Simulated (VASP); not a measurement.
# MnO2 (P4_2/mnm) in VASP: notebook

MnO2 is run at these levels: PBE+U; tasks: relaxation of cell and atoms, single point.

Everything below comes from runs of VASP 6.6.1. Logs are shortened: lines on timing, memory, paths and dates and some standing lists are left out, and cuts for length are marked.

## Step 1: The cell of the first run

Symmetry: P4_2/mnm, No. 136, tetragonal system. The conventional cell has a = 4.398 Å, b = 4.398 Å, c = 2.873 Å, α = 90.00°, β = 90.00°, γ = 90.00°. Mn (site symmetry mmm) has 6 O at 1.88 to 1.90 Å within 2.5 Å. Within 2.5 Å of O (site symmetry m2m) lie 3 Mn at 1.88 to 1.90 Å and 1 O at 2.42 Å.

## Step 2: Relaxation of cell and atoms, PBE+U, collinear spin, ferromagnetic start

File INCAR:

```
SYSTEM = MnO2
ALGO = Normal
EDIFF = 1E-7
EDIFFG = -0.05
ENCUT = 600
GGA = PE
IBRION = 2
ISIF = 3
ISMEAR = 0
ISPIN = 2
LASPH = .True.
LCHARG = .False.
LDAU = .True.
LDAUJ = 0 0
LDAUL = 2 -1
LDAUPRINT = 1
LDAUTYPE = 2
LDAUU = 3.9 0
LMAXMIX = 4
LORBIT = 11
LREAL = .False.
LWAVE = .False.
MAGMOM = 2.91 2.91 0 0 0 0
NELM = 150
NSW = 100
PREC = Accurate
SIGMA = 0.1
```

File KPOINTS:

```
k-points
0
Gamma
  4 4 8
  0 0 0
```

File POSCAR:

```
MnO2
1.0
    4.3983000000      0.0000000000      0.0000000000
    0.0000000000      4.3983000000      0.0000000000
    0.0000000000      0.0000000000      2.8730000000
Mn O
2 4
Direct
    0.0000000000      0.0000000000      0.0000000000
    0.5000000000      0.5000000000      0.5000000000
    0.3051500000      0.3051500000      0.0000000000
    0.1948500000      0.8051500000      0.5000000000
    0.6948500000      0.6948500000      0.0000000000
    0.8051500000      0.1948500000      0.5000000000
```

Potentials or basis: VASP PAW PBE potentials, release 64 (Mn_pv, O).

Launch:

```console
> cat potpaw_PBE.64/Mn_pv/POTCAR potpaw_PBE.64/O/POTCAR > POTCAR
> mpirun -np 1 vasp_std > vasp.out
```

OUTCAR:

```text
SYSTEM = MnO2
   EDIFF = 1E-7
   EDIFFG = -0.05
   ENCUT = 600
   GGA = PE
   IBRION = 2
   ISIF = 3
   ISMEAR = 0
   ISPIN = 2
   LASPH = .True.
   LORBIT = 11
   LREAL = .False.
   NELM = 150
   NSW = 100
   PREC = Accurate

 ion  position               nearest neighbor table
   1  0.000  0.000  0.000-   4 1.88   6 1.88   4 1.88   6 1.88   5 1.90   3 1.90
   2  0.500  0.500  0.500-   3 1.88   5 1.88   3 1.88   5 1.88   4 1.90   6 1.90
   3  0.305  0.305  0.000-   2 1.88   2 1.88   1 1.90
   4  0.195  0.805  0.500-   1 1.88   1 1.88   2 1.90
   5  0.695  0.695  0.000-   2 1.88   2 1.88   1 1.90
   6  0.805  0.195  0.500-   1 1.88   1 1.88   2 1.90

  LATTYP: Found a simple tetragonal cell.
 ALAT       =     4.3983000000
 C/A-ratio  =     0.6532069209

  Lattice vectors:

 A1 = (   4.3983000000,   0.0000000000,   0.0000000000)
 A2 = (   0.0000000000,   4.3983000000,   0.0000000000)
 A3 = (   0.0000000000,   0.0000000000,   2.8730000000)

Analysis of symmetry for initial positions (statically):
=====================================================================
 Subroutine PRICEL returns:
 Original cell was already a primitive cell.

 Routine SETGRP: Setting up the symmetry group for a
 simple tetragonal supercell.

 Subroutine GETGRP returns: Found 16 space group operations
 (whereof  8 operations were pure point group operations)
 out of a pool of 16 trial point group operations.

The static configuration has the point symmetry D_2h.
 The point group associated with its full space group is D_4h.

Analysis of symmetry for dynamics (positions and initial velocities):
=====================================================================
 Subroutine PRICEL returns:
 Original cell was already a primitive cell.

 Routine SETGRP: Setting up the symmetry group for a
 simple tetragonal supercell.

 Subroutine GETGRP returns: Found 16 space group operations
 (whereof  8 operations were pure point group operations)
 out of a pool of 16 trial point group operations.

The dynamic configuration has the point symmetry D_2h.
 The point group associated with its full space group is D_4h.

Analysis of structural, dynamic, and magnetic symmetry:
=====================================================================
 Subroutine PRICEL returns:
 Original cell was already a primitive cell.

 Routine SETGRP: Setting up the symmetry group for a
 simple tetragonal supercell.

 Subroutine GETGRP returns: Found 16 space group operations
 (whereof  8 operations were pure point group operations)
 out of a pool of 16 trial point group operations.

The overall configuration has the point symmetry D_2h.
 The point group associated with its full space group is D_4h.

 Subroutine INISYM returns: Found 16 space group operations
 (whereof  8 operations are pure point group operations),
 and found     1 'primitive' translations

----------------------------------------------------------------------------------------

                                     Primitive cell

  volume of cell :      55.5783

  direct lattice vectors                    reciprocal lattice vectors
     4.398300000  0.000000000  0.000000000     0.227360571  0.000000000  0.000000000
     0.000000000  4.398300000  0.000000000     0.000000000  0.227360571  0.000000000
     0.000000000  0.000000000  2.873000000     0.000000000  0.000000000  0.348068221

[... 141 lines left out ...]
  ext. energy  EPLUGINS =         0.00000000
  ---------------------------------------------------
  free energy    TOTEN  =       -42.27431256 eV

  energy without entropy =      -42.27298065  energy(sigma->0) =      -42.27364660

------------------------ aborting loop because EDIFF is reached ----------------------------------------

  FORCE on cell =-STRESS in cart. coord.  units (eV):
  Direction    XX          YY          ZZ          XY          YZ          ZX
  --------------------------------------------------------------------------------------
  -------------------------------------------------------------------------------------
  Total        3.5468032      3.5468032      4.9757384      0.0000000      0.0000000      0.0000000
  in kB      102.2450631    102.2450631    143.4375311      0.0000000      0.0000000      0.0000000
  external PRESSURE =     115.9758858 kB  Pullay stress =       0.0000000 kB
[... 101 lines left out ...]
  FREE ENERGIE OF THE ION-ELECTRON SYSTEM (eV)
  ---------------------------------------------------
  free  energy   TOTEN  =       -42.3776016346 eV

  energy  without entropy=      -42.3735141659  energy(sigma->0) =      -42.37555790

atom =   1  type =  1  l = 2

 onsite density matrix

spin component  1

  0.6523  0.0000  0.1845  0.0000 -0.0000
  0.0000  0.7441  0.0000  0.2194  0.0000
  0.1845  0.0000  0.8393  0.0000 -0.0000
  0.0000  0.2194  0.0000  0.7441  0.0000
 -0.0000  0.0000 -0.0000  0.0000  0.9697

spin component  2

  0.2158  0.0000 -0.1038  0.0000 -0.0000
  0.0000  0.2071  0.0000 -0.1096  0.0000
 -0.1038  0.0000  0.1293  0.0000  0.0000
  0.0000 -0.1096  0.0000  0.2071  0.0000
 -0.0000  0.0000  0.0000  0.0000  0.1032

 occupancies and eigenvectors

  o =  0.0601  v =  0.0000  0.0000  0.0000  0.0000  0.0000 -0.5549  0.0000 -0.8319  0.0000  0.0000      0.0000  0.0000  0.0000  0.0000  0.0000  0.0000  0.0000  0.0000  0.0000  0.0000
  o =  0.0975  v =  0.0000  0.0000  0.0000  0.0000  0.0000 -0.0000 -0.7071 -0.0000 -0.7071 -0.0000      0.0000  0.0000  0.0000  0.0000  0.0000  0.0000  0.0000  0.0000  0.0000  0.0000
  o =  0.1032  v =  0.0000  0.0000  0.0000  0.0000  0.0000 -0.0000  0.0000 -0.0000  0.0000 -1.0000      0.0000  0.0000  0.0000  0.0000  0.0000  0.0000  0.0000  0.0000  0.0000  0.0000
  o =  0.2850  v =  0.0000  0.0000  0.0000  0.0000  0.0000 -0.8319 -0.0000  0.5549  0.0000  0.0000      0.0000  0.0000  0.0000  0.0000  0.0000  0.0000  0.0000  0.0000  0.0000  0.0000
  o =  0.3167  v =  0.0000  0.0000  0.0000  0.0000  0.0000  0.0000 -0.7071 -0.0000  0.7071 -0.0000      0.0000  0.0000  0.0000  0.0000  0.0000  0.0000  0.0000  0.0000  0.0000  0.0000
  o =  0.5248  v =  0.0000  0.7071  0.0000 -0.7071 -0.0000  0.0000  0.0000  0.0000  0.0000  0.0000      0.0000  0.0000  0.0000  0.0000  0.0000  0.0000  0.0000  0.0000  0.0000  0.0000
  o =  0.5390  v =  0.8521 -0.0000 -0.5235  0.0000 -0.0000  0.0000  0.0000  0.0000  0.0000  0.0000      0.0000  0.0000  0.0000  0.0000  0.0000  0.0000  0.0000  0.0000  0.0000  0.0000
  o =  0.9526  v =  0.5235  0.0000  0.8521  0.0000  0.0000  0.0000  0.0000  0.0000  0.0000  0.0000      0.0000  0.0000  0.0000  0.0000  0.0000  0.0000  0.0000  0.0000  0.0000  0.0000
  o =  0.9635  v =  0.0000  0.7071  0.0000  0.7071 -0.0000  0.0000  0.0000  0.0000  0.0000  0.0000      0.0000  0.0000  0.0000  0.0000  0.0000  0.0000  0.0000  0.0000  0.0000  0.0000
  o =  0.9697  v =  0.0000 -0.0000  0.0000  0.0000 -1.0000  0.0000  0.0000  0.0000  0.0000  0.0000      0.0000  0.0000  0.0000  0.0000  0.0000  0.0000  0.0000  0.0000  0.0000  0.0000

atom =   2  type =  1  l = 2

 onsite density matrix

spin component  1

  0.6523  0.0000 -0.1845  0.0000 -0.0000
  0.0000  0.7441  0.0000 -0.2194  0.0000
 -0.1845  0.0000  0.8393  0.0000 -0.0000
  0.0000 -0.2194  0.0000  0.7441  0.0000
 -0.0000  0.0000 -0.0000  0.0000  0.9697

spin component  2

  0.2158  0.0000  0.1038  0.0000  0.0000
  0.0000  0.2071  0.0000  0.1096  0.0000
  0.1038  0.0000  0.1293  0.0000  0.0000
  0.0000  0.1096  0.0000  0.2071  0.0000
  0.0000  0.0000  0.0000  0.0000  0.1032

 occupancies and eigenvectors

  o =  0.0601  v =  0.0000  0.0000  0.0000  0.0000  0.0000 -0.5549  0.0000  0.8319  0.0000 -0.0000      0.0000  0.0000  0.0000  0.0000  0.0000  0.0000  0.0000  0.0000  0.0000  0.0000
  o =  0.0975  v =  0.0000  0.0000  0.0000  0.0000  0.0000  0.0000  0.7071  0.0000 -0.7071  0.0000      0.0000  0.0000  0.0000  0.0000  0.0000  0.0000  0.0000  0.0000  0.0000  0.0000
  o =  0.1032  v =  0.0000  0.0000  0.0000  0.0000  0.0000 -0.0000 -0.0000  0.0000  0.0000  1.0000      0.0000  0.0000  0.0000  0.0000  0.0000  0.0000  0.0000  0.0000  0.0000  0.0000
  o =  0.2850  v =  0.0000  0.0000  0.0000  0.0000  0.0000 -0.8319  0.0000 -0.5549  0.0000 -0.0000      0.0000  0.0000  0.0000  0.0000  0.0000  0.0000  0.0000  0.0000  0.0000  0.0000
  o =  0.3167  v =  0.0000  0.0000  0.0000  0.0000  0.0000  0.0000 -0.7071  0.0000 -0.7071 -0.0000      0.0000  0.0000  0.0000  0.0000  0.0000  0.0000  0.0000  0.0000  0.0000  0.0000
  o =  0.5248  v =  0.0000 -0.7071  0.0000 -0.7071  0.0000  0.0000  0.0000  0.0000  0.0000  0.0000      0.0000  0.0000  0.0000  0.0000  0.0000  0.0000  0.0000  0.0000  0.0000  0.0000
  o =  0.5390  v = -0.8521  0.0000 -0.5235  0.0000 -0.0000  0.0000  0.0000  0.0000  0.0000  0.0000      0.0000  0.0000  0.0000  0.0000  0.0000  0.0000  0.0000  0.0000  0.0000  0.0000
  o =  0.9526  v = -0.5235  0.0000  0.8521  0.0000  0.0000  0.0000  0.0000  0.0000  0.0000  0.0000      0.0000  0.0000  0.0000  0.0000  0.0000  0.0000  0.0000  0.0000  0.0000  0.0000
  o =  0.9635  v =  0.0000  0.7071  0.0000 -0.7071 -0.0000  0.0000  0.0000  0.0000  0.0000  0.0000      0.0000  0.0000  0.0000  0.0000  0.0000  0.0000  0.0000  0.0000  0.0000  0.0000
  o =  0.9697  v =  0.0000  0.0000 -0.0000  0.0000  1.0000  0.0000  0.0000  0.0000  0.0000  0.0000      0.0000  0.0000  0.0000  0.0000  0.0000  0.0000  0.0000  0.0000  0.0000  0.0000

--------------------------------------- Ionic step        4  -------------------------------------------

 number of electron      49.9999973 magnetization       6.0782056

 Free energy of the ion-electron system (eV)
  ---------------------------------------------------
  ext. energy  EPLUGINS =         0.00000000
  ---------------------------------------------------
  free energy    TOTEN  =       -42.37999000 eV

  energy without entropy =      -42.37595117  energy(sigma->0) =      -42.37797058

 E-fermi :   4.3113     XC(G=0): -11.7062

 val. band max:        4.2917232235   @ k =   0.2500   0.0000   0.0000
 cond. band min:       4.3534750585   @ k =   0.5000   0.0000   0.5000
 fundamental gap:      0.0617518350
 Fermi energy:         4.3113451262

 spin component 1

 k-point     1 :       0.0000    0.0000    0.0000
  band No.  band energies     occupation
      1     -46.4487      1.00000
      2     -46.4429      1.00000
      3     -46.4175      1.00000
      4     -46.4175      1.00000
      5     -46.3653      1.00000
      6     -46.3653      1.00000
[... 1756 lines left out ...]
  FREE ENERGIE OF THE ION-ELECTRON SYSTEM (eV)
  ---------------------------------------------------
  free  energy   TOTEN  =       -42.3799899966 eV

  energy  without entropy=      -42.3759511670  energy(sigma->0) =      -42.37797058

 reached required accuracy - stopping structural energy minimisation

 total charge

# of ion       s       p       d       tot
------------------------------------------
    1        0.337   6.429   4.782  11.547
    2        0.337   6.429   4.782  11.547
    3        1.565   3.453   0.000   5.018
    4        1.565   3.453   0.000   5.018
    5        1.565   3.453   0.000   5.018
    6        1.565   3.453   0.000   5.018
--------------------------------------------------
tot          6.933  26.668   9.564  43.166

 magnetization (x)

# of ion       s       p       d       tot
------------------------------------------
    1        0.020   0.029   3.084   3.134
    2        0.020   0.029   3.084   3.134
    3       -0.002  -0.072   0.000  -0.073
    4       -0.002  -0.072   0.000  -0.073
    5       -0.002  -0.072   0.000  -0.073
    6       -0.002  -0.072   0.000  -0.073
--------------------------------------------------
tot          0.033  -0.229   6.169   5.974
```

It took 2.7 min on 1 thread of Intel Xeon 6975P-C (Granite Rapids), shared host; peak memory 0.26 GiB.

Results:

| Item | Value |
| --- | --- |
| Free energy | -42.3800 eV |
| Relaxed volume | 9.78 Å³/atom |
| Relaxed cell | a = 4.468 Å, b = 4.468 Å, c = 2.938 Å, α = 90.00°, β = 90.00°, γ = 90.00° |
| Space group after relaxing (to 0.1 Å) | P4_2/mnm (No. 136) |
| Energy gained by relaxing | 17.6 meV/atom |
| Ionic steps | 4 |
| Pressure after relaxing | -0.1 GPa |
| Largest force after relaxing | 0.008 eV/Å |
| Net moment | 6.08 μB per cell |
| Site moments | Mn +3.13; O -0.07 μB |
| Valence electrons inside the program's atomic spheres | Mn 11.55; O 5.02 |

Forces in eV/Å, atoms in the order of the input:
```
Mn   0.000  0.000  0.000
Mn   0.000  0.000  0.000
O    0.006  0.006  0.000
O   -0.006  0.006  0.000
O   -0.006 -0.006  0.000
O    0.006 -0.006  0.000
```

Stress tensor (GPa, compression positive):
```
-0.23  0.00  0.00
 0.00 -0.23  0.00
 0.00  0.00  0.22
```

The path:
```
step  energy change (eV)  largest force (eV/Å)  pressure (GPa)  volume (Å³)
   1              0.0000                0.1099           11.60        55.58
   2             -0.0393                0.3129           -7.19        61.15
   3             -0.1033                0.1608            0.08        58.55
   4             -0.1057                0.0081           -0.08        58.65
```

Final structure:
```yaml
crystal:
  lattice:
    - [4.46835, 0.00000, 0.00000]
    - [0.00000, 4.46835, 0.00000]
    - [0.00000, 0.00000, 2.93765]
  atoms:
    - { symbol: Mn, position: [0.00000, 0.00000, 0.00000] }
    - { symbol: Mn, position: [0.50000, 0.50000, 0.50000] }
    - { symbol: O, position: [0.30578, 0.30578, 0.00000] }
    - { symbol: O, position: [0.19422, 0.80578, 0.50000] }
    - { symbol: O, position: [0.69422, 0.69422, 0.00000] }
    - { symbol: O, position: [0.80578, 0.19422, 0.50000] }
```

Levels at points of the mesh, in eV from the Fermi level:
Spin up:
```csv
k point,band 24,band 25,band 26,band 27,band 28,band 29,band 30,band 31,band 32,band 33
"(0.00, 0.00, 0.00)",-1.03,-0.93,-0.47,-0.39,-0.39,0.13,2.76,2.76,3.23,7.71
"(0.50, 0.00, 0.00)",-1.41,-1.40,-1.40,-0.63,-0.63,2.20,2.20,2.60,2.60,10.13
"(0.50, 0.50, 0.00)",-1.82,-1.27,-1.27,-0.10,-0.10,1.20,1.20,2.72,2.72,11.53
"(0.00, 0.00, 0.50)",-2.57,-1.16,-1.16,-0.31,-0.31,1.21,1.21,1.67,1.67,12.57
"(0.50, 0.00, 0.50)",-3.13,-1.05,-1.05,-0.34,-0.34,0.04,0.04,3.24,3.24,12.53
"(0.50, 0.50, 0.50)",-2.60,-0.60,-0.60,-0.42,-0.42,1.70,1.70,1.92,1.92,12.04
```
Spin down:
```
           k point  band 20  band 21  band 22  band 23  band 24  band 25
(0.00, 0.00, 0.00)    -0.41    -0.41     0.26     2.05     2.14     2.41
(0.50, 0.00, 0.00)    -2.19    -0.58    -0.58     2.62     2.62     2.97
(0.50, 0.50, 0.00)    -1.76    -1.35    -1.35     1.98     1.98     2.42
(0.00, 0.00, 0.50)    -2.15    -1.60    -1.60     2.92     2.92     3.09
(0.50, 0.00, 0.50)    -1.98    -0.94    -0.94     2.18     2.18     2.79
(0.50, 0.50, 0.50)    -1.01    -0.81    -0.81     2.79     2.79     3.08
```

Eigenvalues of the final occupation matrices:
```
    site  spin  trace               eigenvalues
site 1 d     1   3.95  0.52 0.54 0.95 0.96 0.97
site 1 d     2   0.86  0.06 0.10 0.10 0.28 0.32
site 2 d     1   3.95  0.52 0.54 0.95 0.96 0.97
site 2 d     2   0.86  0.06 0.10 0.10 0.28 0.32
```

Caveat: the run started ferromagnetic, and an antiferromagnetic order may lie lower in energy. The state reached can hang on the start; a lower one may exist.

(Part 1 of 2 ends here.)
